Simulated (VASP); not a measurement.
# CdSe (P6_3/mmc) in VASP: settings compared, part 2 of 2

VASP 6.6.1.

## (5) Single point, r2SCAN

This run uses another cell than the first one, of 23.29 Å³/atom.

The input, POSCAR:

```
CdSe
1.0
    4.0193504288      0.0000000000      0.0000000000
   -2.0096752144      3.4808595781      0.0000000000
    0.0000000000      0.0000000000      6.6587298176
Cd Se
2 2
Direct
    0.0000000000      0.0000000000      0.0000000000
    0.0000000000      0.0000000000      0.5000000000
    0.3333333333      0.6666666667      0.2500000000
    0.6666666667      0.3333333333      0.7500000000
```

The input, INCAR.step1:

```
PREC     = Accurate       # precision mode
ENCUT    = 520            # plane-wave cutoff, eV
ISMEAR   = -1             # smearing method
SIGMA    = 0.02           # smearing width, eV
LREAL    = False          # projectors in reciprocal space
LASPH    = True           # aspherical terms in the spheres
NELM     = 100            # most SCF steps
NBANDS   = 26             # bands
GGA      = PE             # functional
ALGO     = Normal         # electronic algorithm
EDIFF    = 1E-4           # SCF threshold, eV
LWAVE    = True           # write WAVECAR
LCHARG   = False          # write CHGCAR
```

The input, INCAR.step2:

```
PREC     = Accurate       # precision mode
ENCUT    = 520            # plane-wave cutoff, eV
EDIFF    = 1E-6           # SCF threshold, eV
ISMEAR   = -1             # smearing method
SIGMA    = 0.02           # smearing width, eV
LREAL    = False          # projectors in reciprocal space
LASPH    = True           # aspherical terms in the spheres
NELM     = 100            # most SCF steps
ALGO     = Normal         # electronic algorithm
ISIF     = 2              # what is computed and relaxed
LWAVE    = False          # write WAVECAR
LCHARG   = False          # write CHGCAR
METAGGA  = R2SCAN         # meta-GGA
LMIXTAU  = True         
NBANDS   = 26             # bands
ISTART   = 1
```

The input, KPOINTS:

```
regular mesh
0
Gamma
  6 6 4
```

Potentials or basis: VASP PAW PBE potentials, release 64 (Cd, Se).

The run is started by

```console
> cat potpaw_PBE.64/Cd/POTCAR potpaw_PBE.64/Se/POTCAR > POTCAR
> cp INCAR.step1 INCAR
> mpirun -np 1 vasp_std > vasp.out
> cp INCAR.step2 INCAR
> mpirun -np 1 vasp_std > vasp.out
```

OUTCAR:

```text
PREC = Accurate
   ENCUT = 520
   EDIFF = 1E-6
   ISMEAR = -1
   LREAL = False
   LASPH = True
   NELM = 100
   ISIF = 2
   METAGGA = R2SCAN
   ISTART = 1

 ion  position               nearest neighbor table
   1  0.000  0.000  0.000-   3 2.86   4 2.86   4 2.86   3 2.86   4 2.86   3 2.86   2 3.33   2 3.33

   2  0.000  0.000  0.500-   3 2.86   4 2.86   4 2.86   3 2.86   4 2.86   3 2.86   1 3.33   1 3.33

   3  0.333  0.667  0.250-   1 2.86   2 2.86   1 2.86   2 2.86   1 2.86   2 2.86
[... 807 lines left out ...]
  Direction    XX          YY          ZZ          XY          YZ          ZX
  --------------------------------------------------------------------------------------
  -------------------------------------------------------------------------------------
  Total        0.2102283      0.2102283      0.2098443      0.0000000      0.0000000      0.0000000
  in kB        3.6154961      3.6154961      3.6088937      0.0000000      0.0000000      0.0000000
  external PRESSURE =       3.6132953 kB  Pullay stress =       0.0000000 kB

 VOLUME and BASIS-vectors are now :
 -----------------------------------------------------------------------------
  energy-cutoff  :      520.00
  volume of cell :       93.16
      direct lattice vectors                 reciprocal lattice vectors
     4.019350429  0.000000000  0.000000000     0.248796421  0.143642680  0.000000000
    -2.009675214  3.480859578  0.000000000     0.000000000  0.287285361  0.000000000
     0.000000000  0.000000000  6.658729818     0.000000000  0.000000000  0.150178792

 POSITION                                       TOTAL-FORCE (eV/Angst)
 -----------------------------------------------------------------------------------
      0.00000      0.00000      0.00000         0.000000      0.000000     -0.000000
      0.00000      0.00000      3.32936         0.000000      0.000000     -0.000000
     -0.00000      2.32057      1.66468        -0.000000      0.000000      0.000000
      2.00968      1.16029      4.99405         0.000000      0.000000      0.000000
 -----------------------------------------------------------------------------------
    total drift:                               -0.000000      0.000000     -0.000000

  FREE ENERGIE OF THE ION-ELECTRON SYSTEM (eV)
  ---------------------------------------------------
  free  energy   TOTEN  =       -71.2688815741 eV

  energy  without entropy=      -71.2688815276  energy(sigma->0) =      -71.26888155
```

OSZICAR.step1:

```text
N       E                     dE             d eps       ncg     rms          rms(c)
DAV:   1     0.247908256829E+03    0.24791E+03   -0.17642E+04  1100   0.128E+03
DAV:   2     0.172497977020E+01   -0.24618E+03   -0.23720E+03  1212   0.319E+02
DAV:   3    -0.110339577657E+02   -0.12759E+02   -0.12677E+02  1290   0.727E+01
DAV:   4    -0.111329485403E+02   -0.98991E-01   -0.98844E-01  1246   0.561E+00
DAV:   5    -0.111333693021E+02   -0.42076E-03   -0.42072E-03  1240   0.375E-01    0.824E+00
DAV:   6    -0.103199665912E+02    0.81340E+00   -0.13904E+00  1190   0.114E+01    0.702E+00
DAV:   7    -0.102782808522E+02    0.41686E-01   -0.46890E-01  1204   0.359E+00    0.317E+00
DAV:   8    -0.102767523789E+02    0.15285E-02   -0.41261E-02  1142   0.207E+00    0.359E-01
DAV:   9    -0.102761751342E+02    0.57724E-03   -0.57172E-03  1204   0.821E-01    0.747E-02
DAV:  10    -0.102761799978E+02   -0.48636E-05   -0.59565E-04  1130   0.243E-01
   1 F= -.10276180E+02 E0= -.10275704E+02  d E =-.952577E-03
```

It took 4.1 min on 1 thread of AMD EPYC 9R14 (Zen 4), shared host; peak memory 0.2 GiB.

What came out:

| Item | Value |
| --- | --- |
| Free energy | -71.2689 eV |
| Pressure | 0.4 GPa |
| Band gap on the k mesh | 0.52 eV (least direct gap 0.56 eV) |

Caveat: semilocal functionals underestimate gaps, and a narrow one can read as zero; the PAW data sets were made with another functional, which shifts forces and pressure a little. A k mesh can miss the band edges.

## (6) Single point, r2SCAN (23.99 Å³/atom)

This run uses another cell than the first one, of 23.99 Å³/atom.

The input, POSCAR:

```
CdSe
1.0
    4.0591485659      0.0000000000      0.0000000000
   -2.0295742829      3.5153257758      0.0000000000
    0.0000000000      0.0000000000      6.7246621235
Cd Se
2 2
Direct
    0.0000000000      0.0000000000      0.0000000000
    0.0000000000      0.0000000000      0.5000000000
    0.3333333333      0.6666666667      0.2500000000
    0.6666666667      0.3333333333      0.7500000000
```

The input, INCAR.step1:

```
SYSTEM = CdSe
ALGO     = Normal         ! electronic algorithm
EDIFF    = 1E-4           ! SCF threshold, eV
ENCUT    = 520            ! plane-wave cutoff, eV
GGA      = PE             ! functional
ISMEAR   = -1             ! smearing method
LASPH    = .TRUE.         ! aspherical terms in the spheres
LCHARG   = .FALSE.        ! write CHGCAR
LREAL    = .FALSE.        ! projectors in reciprocal space
LWAVE    = .TRUE.         ! write WAVECAR
NBANDS   = 26             ! bands
NELM     = 80             ! most SCF steps
PREC     = Accurate       ! precision mode
SIGMA    = 0.02           ! smearing width, eV
```

The input, INCAR.step2:

```
SYSTEM = CdSe
ALGO     = Normal         ! electronic algorithm
EDIFF    = 1E-7           ! SCF threshold, eV
ENCUT    = 520            ! plane-wave cutoff, eV
ISIF     = 2              ! what is computed and relaxed
ISMEAR   = -1             ! smearing method
ISTART   = 1            
LASPH    = .TRUE.         ! aspherical terms in the spheres
LCHARG   = .TRUE.         ! write CHGCAR
LELF     = .TRUE.         ! ELF
LMIXTAU  = .TRUE.       
LREAL    = .FALSE.        ! projectors in reciprocal space
LVHAR    = .TRUE.       
LWAVE    = .FALSE.        ! write WAVECAR
METAGGA  = R2SCAN         ! meta-GGA
NBANDS   = 26             ! bands
NELM     = 80             ! most SCF steps
PREC     = Accurate       ! precision mode
SIGMA    = 0.02           ! smearing width, eV
```

The input, KPOINTS:

```
k-points
0
G
  6 6 4
  0 0 0
```

Potentials or basis: VASP PAW PBE potentials, release 64 (Cd, Se).

The run is started by

```console
> cat potpaw_PBE.64/Cd/POTCAR potpaw_PBE.64/Se/POTCAR > POTCAR
> cp INCAR.step1 INCAR
> mpirun -np 1 vasp_std > vasp.out
> cp INCAR.step2 INCAR
> mpirun -np 1 vasp_std > vasp.out
```

Wall time 4.5 min (1 thread of AMD EPYC 9R14 (Zen 4), shared host); peak memory 0.2 GiB.

It converged, with:

```yaml
Free_energy: -71.2578 eV
Pressure: -1.6 GPa
Band_gap_on_the_k_mesh: 0.40 eV (least direct gap 0.43 eV)
```

Stress tensor (GPa, compression positive):
```
-1.55  0.00  0.00
 0.00 -1.55  0.00
 0.00  0.00 -1.70
```

Levels at points of the mesh, in eV from the valence-band top:
```csv
k point,band 15,band 16,band 17,band 18,band 19,band 20,band 21,band 22
"(0.00, 0.00, 0.00)",-0.63,-0.63,-0.04,-0.04,0.40,3.44,6.68,6.68
"(0.50, 0.00, 0.00)",-2.94,-2.00,-1.61,-0.07,2.37,3.56,3.83,5.82
"(0.00, 0.00, 0.50)",-0.31,-0.31,-0.31,-0.31,2.93,2.93,6.85,6.85
"(0.50, 0.00, 0.50)",-1.33,-1.33,-1.16,-1.16,2.01,2.01,5.83,5.83
```

Caveat: semilocal functionals underestimate gaps, and a narrow one can read as zero; the PAW data sets were made with another functional, which shifts forces and pressure a little. A k mesh can miss the band edges.

## (7) The runs side by side

| level | cell | gap on the mesh (eV) | pressure (GPa) |
| --- | --- | --- | --- |
| PBE | a = 4.143, b = 4.143, c = 6.828 Å, angles 90.0, 90.0, 120.0°, 4 atoms | none | -2.7 |
| r2SCAN | a = 3.937, b = 3.937, c = 6.523 Å, angles 90.0, 90.0, 120.0°, 4 atoms | 0.69 | 5.4 |
| r2SCAN | a = 3.979, b = 3.979, c = 6.591 Å, angles 90.0, 90.0, 120.0°, 4 atoms | 0.66 | 2.7 |
| r2SCAN | a = 4.019, b = 4.019, c = 6.659 Å, angles 90.0, 90.0, 120.0°, 4 atoms | 0.52 | 0.4 |
| r2SCAN | a = 4.059, b = 4.059, c = 6.725 Å, angles 90.0, 90.0, 120.0°, 4 atoms | 0.40 | -1.6 |

Alike in all rows: task single point; potentials or basis VASP PAW PBE potentials, release 64 (Cd, Se); no spin polarisation; k mesh 6 × 6 × 4; cutoff (eV) 520; smearing fermi-dirac 0.02 eV.

Caveats: semilocal functionals underestimate gaps, and a narrow one can read as zero; the PAW data sets were made with another functional, which shifts forces and pressure a little (at least some runs); the cell stands under pressure (at least some runs).

Absolute energies hang on the potentials; compare differences alone.
